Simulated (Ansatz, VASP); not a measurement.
**One calculation of Si, two programs**

```xyz
2
Lattice="0.0000 2.7577 2.7577 2.7577 0.0000 2.7577 2.7577 2.7577 0.0000" Properties=species:S:1:pos:R:3 pbc="T T T"
Si    2.7577    2.7577    2.7577
Si    4.1365    4.1365    4.1365
```

Change from the starting cell: volume scaled by 1.04.

Alike in both runs: task single point; functional PBEsol; k mesh 8 × 8 × 8; occupations fermi-dirac, width 0.1 eV; collinear spin.

|  | VASP | Ansatz |
| --- | --- | --- |
| version | VASP 6.6.1 | Ansatz 0.2.0 |
| potentials or method | VASP PAW PBE potentials, release 64 (Si), cutoff 520 eV | all-electron LAPW, non-relativistic |

```csv
,VASP,Ansatz,Ansatz less VASP
gap on the k mesh at the Fermi level (eV),0.58,0.60,+0.022
least direct gap on the mesh (eV),2.47,2.50,+0.037
pressure (GPa),-3.7,-3.8,-0.10
net moment per atom (μB),0.00,0.00,0.000
```

VASP's potentials were made for PBE, not for PBEsol. Ansatz ran all-electron here, and VASP with PAW potentials.
